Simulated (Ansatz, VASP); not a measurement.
# One calculation of BaHfO3, two programs

```
Ba Hf O
1.0
     4.15812    0.00000    0.00000
     0.00000    4.15812    0.00000
     0.00000    0.00000    4.15812
Ba Hf O
1 1 3
Direct
  0.00000 0.00000 0.00000
  0.50000 0.50000 0.50000
  0.50000 0.50000 0.00000
  0.00000 0.50000 0.50000
  0.50000 0.00000 0.50000
```

Alike in both runs: task single point; functional PBEsol; k mesh 6 × 6 × 6; occupations gaussian, width 0.02 eV; no spin polarisation.

```csv
,VASP,Ansatz
version,VASP 6.6.1,Ansatz 0.2.0
potentials or method,"VASP PAW PBE potentials, release 64 (Ba_sv, Hf_pv, O), cutoff 600 eV","scalar-relativistic, plane waves, PAW"
valence electrons in the cell,38,54
```

Ansatz gave:

| Property | Result |
| --- | --- |
| gap on the k mesh at the Fermi level (eV) | 3.59 |
| least direct gap on the mesh (eV) | 3.67 |
| pressure (GPa) | 0.0 |

What did VASP give for the same quantities?

gap on the k mesh at the Fermi level (eV): 3.50; least direct gap on the mesh (eV): 3.70; pressure (GPa): -0.6.

VASP's potentials were made for PBE, not for PBEsol, and Ansatz warns of the same on its side. VASP's potentials hold 38 valence electrons a cell and Ansatz's 54, so a difference there can come from the potentials and not from the codes.

Neither program's run includes spin-orbit coupling.
